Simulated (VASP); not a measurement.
SnO2, 6 atoms in the cell. It takes space group F-43m (No. 216, cubic). The conventional cell has a = 7.868 Å, b = 7.868 Å, c = 7.868 Å, α = 90.00°, β = 90.00°, γ = 90.00°. Sn (site symmetry -43m) has 12 O at 3.23 Å and 6 Sn at 3.93 Å within 4.2 Å. Sn (site symmetry -43m) has 4 O at 1.94 Å within 2.6 Å. O (site symmetry 3m) has 1 Sn at 1.94 Å and 3 O at 2.39 Å within 2.6 Å. 

- Program: VASP 6.6.1
- Task: relaxation of cell and atoms
- Functional: PBE
- Potentials or basis: VASP PAW PBE potentials, release 64 (Sn_d, O)
- Cutoff: 600 eV
- k mesh: 8 × 8 × 8
- Occupations: gaussian, width 0.1 eV
- Spin: no spin polarisation
- Dipole correction: no
- Further INCAR settings: ALGO = Normal; EDIFF = 1e-07; IBRION = 2; EDIFFG = -0.01; NSW = 100; ISIF = 3

Potentials or basis: VASP PAW PBE potentials, release 64 (Sn_d, O).

Launch:

```sh
$ cat potpaw_PBE.64/Sn_d/POTCAR potpaw_PBE.64/O/POTCAR > POTCAR
$ mpirun -np 1 vasp_std > vasp.out
```

Hardware: 1 thread of Intel(R) Xeon(R) Platinum 8488C (Sapphire Rapids) (shared host).

Task: How long does it take, and how much memory?

Result: Run time: 5 min on 1 thread of Intel(R) Xeon(R) Platinum 8488C (Sapphire Rapids), with other jobs on the host, peak memory 0.4 GiB. Counts: scf iterations 36, k points 29, ion steps 3.
